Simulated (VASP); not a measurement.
# Rh (P6/mmm) in VASP: notebook

Runs on Rh. Level: PBE. Tasks: single point.

Program: VASP 6.6.1. These are calculated values, not measurements. Logs are shortened: lines on timing, memory, paths and dates and some standing lists are left out, and cuts for length are marked.

## 1. The cell of the first run

It takes space group P6/mmm (No. 191, hexagonal). Conventional cell: a = 2.571 Å, b = 2.571 Å, c = 2.467 Å, α = 90.00°, β = 90.00°, γ = 120.00°. Rh (site symmetry 6/mmm) has 8 Rh at 2.47 to 2.57 Å within 3.3 Å.

## 2. Single point, PBE (volume scaled by 0.92)

Input file INCAR:

```
SYSTEM = Rh
PREC     = Accurate       ! precision mode
ENCUT    = 520            ! plane-wave cutoff, eV
EDIFF    = 1E-7           ! SCF threshold, eV
ISMEAR   = -1             ! smearing method
SIGMA    = 0.1            ! smearing width, eV
LREAL    = .FALSE.        ! projectors in reciprocal space
LASPH    = .TRUE.         ! aspherical terms in the spheres
NELM     = 100            ! most SCF steps
ALGO     = Normal         ! electronic algorithm
ISIF     = 2              ! what is computed and relaxed
LWAVE    = .FALSE.        ! write WAVECAR
LCHARG   = .FALSE.        ! write CHGCAR
GGA      = PE             ! functional
NBANDS   = 14             ! bands
```

Input file KPOINTS:

```
Automatic mesh
0
G
  17 17 15
  0 0 0
```

Input file POSCAR:

```
Rh
1.0
    2.5711442667      0.0000000000      0.0000000000
   -1.2855721333      2.2266762517      0.0000000000
    0.0000000000      0.0000000000      2.4669143746
Rh
1
Direct
    0.0000000000      0.0000000000      0.0000000000
```

Potentials or basis: VASP PAW PBE potentials, release 64 (Rh_pv).

On the command line:

```sh
$ cat potpaw_PBE.64/Rh_pv/POTCAR > POTCAR
$ mpirun -np 1 vasp_std > vasp.out
```

OUTCAR:

```text
SYSTEM = Rh
   PREC = Accurate
   ENCUT = 520
   EDIFF = 1E-7
   ISMEAR = -1
   LREAL = .FALSE.
   LASPH = .TRUE.
   NELM = 100
   ISIF = 2
   GGA = PE

 ion  position               nearest neighbor table
   1  0.000  0.000  0.000-

  LATTYP: Found a hexagonal cell.
 ALAT       =     2.5711442667
 C/A-ratio  =     0.9594616710

  Lattice vectors:

 A1 = (   2.5711442667,   0.0000000000,   0.0000000000)
 A2 = (  -1.2855721333,   2.2266762517,   0.0000000000)
 A3 = (   0.0000000000,   0.0000000000,   2.4669143746)

Analysis of symmetry for initial positions (statically):
=====================================================================
 Subroutine PRICEL returns:
 Original cell was already a primitive cell.

 Routine SETGRP: Setting up the symmetry group for a
 hexagonal supercell.

 Subroutine GETGRP returns: Found 24 space group operations
 (whereof 24 operations were pure point group operations)
 out of a pool of 24 trial point group operations.

The static configuration has the point symmetry D_6h.

Analysis of symmetry for dynamics (positions and initial velocities):
=====================================================================
 Subroutine PRICEL returns:
 Original cell was already a primitive cell.

 Routine SETGRP: Setting up the symmetry group for a
 hexagonal supercell.

 Subroutine GETGRP returns: Found 24 space group operations
 (whereof 24 operations were pure point group operations)
 out of a pool of 24 trial point group operations.

The dynamic configuration has the point symmetry D_6h.

 Subroutine INISYM returns: Found 24 space group operations
 (whereof 24 operations are pure point group operations),
 and found     1 'primitive' translations

----------------------------------------------------------------------------------------

                                     Primitive cell

  volume of cell :      14.1233

  direct lattice vectors                    reciprocal lattice vectors
     2.571144267  0.000000000  0.000000000     0.388931890  0.224549932  0.000000000
    -1.285572133  2.226676252  0.000000000     0.000000000  0.449099863  0.000000000
     0.000000000  0.000000000  2.466914375     0.000000000  0.000000000  0.405364698

  length of vectors
     2.571144267  2.571144267  2.466914375     0.449099863  0.449099863  0.405364698

  position of ions in fractional coordinates (direct lattice)
     0.000000000  0.000000000  0.000000000

[... 76 lines left out ...]
   LREAL  =      F    real-space projection
   EDIFFG = 0.1E-05   stopping-criterion for IOM
   NSW    =      0    number of steps for IOM
   IBRION =     -1    ionic relax: 0-MD 1-quasi-New 2-CG
   NFREE  =      0    steps in history (QN), initial steepest desc. (CG)
   ISIF   =      2    stress and relaxation
   ISYM   =      2    0-nonsym 1-usesym 2-fastsym
   POTIM  = 0.5000    time-step for ionic-motion
   TEBEG  =    0.0;   TEEND  =   0.0 temperature during run
   PSTRESS=    0.0 pullay stress
   NELECT =      15.0000    total number of electrons
   NUPDOWN=      -1.0000    fix difference up-down
   EMIN   =  10.00;   EMAX   =-10.00  energy-range for DOS
   EFERMI =   0.00;   METHOD = LEGACY
   ISMEAR =    -1;   SIGMA  =   0.10  broadening in eV -4-tet -1-fermi 0-gaus
   EFERMI_NEDOS =   21; number of points for ismear=-14 and -15
   IALGO  =     38    algorithm
   IMIX   =      4    mixing-type and parameters
     AMIX     =   0.40;   BMIX     =  1.00
     AMIX_MAG =   1.60;   BMIX_MAG =  1.00
  volume/ion in A,a.u.               =      14.12        95.31
  Fermi-wavevector in a.u.,A,eV,Ry     =   1.670293  3.156397 37.958614  2.789879
  Thomas-Fermi vector in A             =   2.755816
   LORBIT       =      0    0 simple, 1 ext, 2 COOP (PROOUT), +10 PAW based schemes
   GGA     = PE    functional components
   LHFCALC =     F    Hartree Fock is set to
   AEXX    =    0.0000 exact exchange contribution
   IVDW    =     0    specifies the selected vdW correction
   LEPSILON=     F    determine dielectric tensor
   LRPA    =     F    only Hartree local field effects (RPA)
 non-spin polarized calculation
  energy-cutoff  :      520.00
  volume of cell :       14.12
 maximum number of plane-waves:       405
 NGX is ok and might be reduce to    20
   NGX =  9   NGY =  9   NGZ =  9

 number of electron      14.9999999 magnetization

 Free energy of the ion-electron system (eV)
  ---------------------------------------------------
  ext. energy  EPLUGINS =         0.00000000
  ---------------------------------------------------
  free energy    TOTEN  =        -6.71609917 eV

  energy without entropy =       -6.66664179  energy(sigma->0) =       -6.69137048

 E-fermi :  11.4041     XC(G=0): -13.7623

 val. band max:       11.4006242942   @ k =   0.3529   0.1176   0.2667
 cond. band min:      11.4042869187   @ k =   0.3529   0.0000   0.1333
 fundamental gap:      0.0036626245
 Fermi energy:        11.4041065283

 k-point     1 :       0.0000    0.0000    0.0000
  band No.  band energies     occupation
      1     -34.7534      2.00000
      2     -34.7534      2.00000
      3     -34.7052      2.00000
      4       3.7796      2.00000
      5       5.6130      2.00000
      6       8.5087      2.00000
      7       8.5087      2.00000
      8      12.3935      0.00010
      9      12.3935      0.00010
     10      27.9026      0.00000
     11      28.4410      0.00000
     12      32.2836      0.00000
     13      35.1573      0.00000
     14      35.1573      0.00000
[... 377 lines left out ...]
      1     -35.3093      2.00000
      2     -34.9512      2.00000
      3     -34.6375      2.00000
      4       6.1881      2.00000
      5       7.0810      2.00000
      6       7.1050      2.00000
      7      10.7203      1.99786
      8      11.7933      0.03999
      9      11.8492      0.02306
     10      25.8575      0.00000
     11      26.0984      0.00000
     12      32.2885      0.00000
     13      33.8699      0.00000
     14      33.8737      0.00000

 [... further k-points ...]
[... 5 lines left out ...]
  --------------------------------------------------------------------------------------
  -------------------------------------------------------------------------------------
  Total        1.8869714      1.8869714      1.8936870      0.0000000     -0.0000000      0.0000000
  in kB      214.0613747    214.0613746    214.8231993      0.0000000     -0.0000000      0.0000000
  external PRESSURE =     214.3153162 kB  Pullay stress =       0.0000000 kB

 VOLUME and BASIS-vectors are now :
 -----------------------------------------------------------------------------
  energy-cutoff  :      520.00
  volume of cell :       14.12
      direct lattice vectors                 reciprocal lattice vectors
     2.571144267  0.000000000  0.000000000     0.388931890  0.224549932  0.000000000
    -1.285572133  2.226676252  0.000000000     0.000000000  0.449099863  0.000000000
     0.000000000  0.000000000  2.466914375     0.000000000  0.000000000  0.405364698

 POSITION                                       TOTAL-FORCE (eV/Angst)
 -----------------------------------------------------------------------------------
      0.00000      0.00000      0.00000         0.000000      0.000000      0.000000
 -----------------------------------------------------------------------------------
    total drift:                               -0.000000      0.000000      0.000000

  FREE ENERGIE OF THE ION-ELECTRON SYSTEM (eV)
  ---------------------------------------------------
  free  energy   TOTEN  =        -6.7160991672 eV

  energy  without entropy=       -6.6666417898  energy(sigma->0) =       -6.69137048
```

Run time: 14 s. Hardware: 1 thread of Intel Xeon 6975P-C (Granite Rapids), shared host; peak memory 0.16 GiB.

What came out:

```
Free energy : -6.7161 eV
Pressure    : 21.4 GPa
```

Caveat: the cell differs from its parent crystal (volume scaled by 0.92).

## 3. Single point, PBE

This run uses another cell than the first one, of 15.35 Å³/atom, 1.087 times its volume.

Input file INCAR:

```
SYSTEM = Rh
  PREC = Accurate
  ENCUT = 520
  EDIFF = 1E-7
  ISMEAR = -1
  SIGMA = 0.1
  LREAL = .FALSE.
  LASPH = .TRUE.
  NELM = 80
  ALGO = Normal
  ISIF = 2
  LWAVE = .FALSE.
  LCHARG = .FALSE.
  GGA = PE
  NBANDS = 14
```

KPOINTS is that of step 2.

Input file POSCAR:

```
Rh
1.0
    2.6387682080      0.0000000000      0.0000000000
   -1.3193841040      2.2852403028      0.0000000000
    0.0000000000      0.0000000000      2.5457552804
Rh
1
Direct
    0.0000000000      0.0000000000      0.0000000000
```

Potentials or basis: VASP PAW PBE potentials, release 64 (Rh_pv).

On the command line:

```sh
$ cat potpaw_PBE.64/Rh_pv/POTCAR > POTCAR
$ mpirun -np 1 vasp_std > vasp.out
```

Run time: 93 s. Hardware: 1 thread of AMD EPYC 7R13, shared host; peak memory 0.13 GiB.

Results (log left out):

| Item | Value |
| --- | --- |
| Free energy | -6.7924 eV |
| Pressure | 0.0 GPa |

Levels at points of the mesh, in eV from the Fermi level:
```tsv
k point	band 5	band 6	band 7	band 8	band 9	band 10	band 11	band 12
(0.00, 0.00, 0.00)	-5.12	-2.55	-2.55	0.85	0.85	16.29	16.52	21.08
```

## 4. Single point, PBE

This run uses another cell than the first one, of 15.35 Å³/atom, 1.087 times its volume.

Input file INCAR:

```
PREC = Accurate
ENCUT = 520
EDIFF = 1E-7
ISMEAR = -1
SIGMA = 0.1
LREAL = F
LASPH = T
NELM = 100
ALGO = Normal
ISIF = 2
LWAVE = F
LCHARG = T
GGA = PE
LELF = T
LVHAR = T
NBANDS = 14
```

Input file KPOINTS:

```
regular mesh
0
Gamma
  17 17 15
```

POSCAR is that of step 3.

On the command line:

```sh
$ cat potpaw_PBE.64/Rh_pv/POTCAR > POTCAR
$ mpirun -np 1 vasp_std > vasp.out
```

Wall time 97 s (1 thread of AMD EPYC 7R13, shared host); peak memory 0.13 GiB.

Results (log left out):

| Property | Result |
| --- | --- |
| Free energy | -6.7924 eV |
| Pressure | 0.0 GPa |

Levels at points of the mesh, in eV from the Fermi level:
```tsv
k point	band 6	band 7	band 8	band 9	band 10	band 11
(0.00, 0.00, 0.00)	-2.55	-2.55	0.85	0.85	16.29	16.52
```

## 5. Single point, PBE (volume scaled by 0.52)

Input file INCAR:

```
ALGO = Normal ; EDIFF = 1E-6
ENCUT = 530 ; GGA = PE
GGA_COMPAT = F ; ISIF = 2
ISMEAR = -1 ; LASPH = T
LCHARG = F ; LREAL = F
LWAVE = F ; NBANDS = 14
NELM = 120 ; PREC = Accurate
SIGMA = 0.1
```

Input file KPOINTS:

```
k-points
0
Gamma
  17 17 15
```

Input file POSCAR:

```
Rh
1.0
    2.1358157519      0.0000000000      0.0000000000
   -1.0679078759      1.8496706989      0.0000000000
    0.0000000000      0.0000000000      2.0206677617
Rh
1
Direct
    0.0000000000      0.0000000000      0.0000000000
```

Potentials or basis: VASP PAW PBE potentials, release 64 (Rh_sv_GW).

On the command line:

```sh
$ cat potpaw_PBE.64/Rh_sv_GW/POTCAR > POTCAR
$ mpirun -np 1 vasp_std > vasp.out
```

Wall time 12 s (1 thread of AMD EPYC 9R45 (Zen 5), shared host); peak memory 0.12 GiB.

The run converged, but its numbers aren't listed here, since they failed a check.

Caveat: the cell differs from its parent crystal (volume scaled by 0.52).
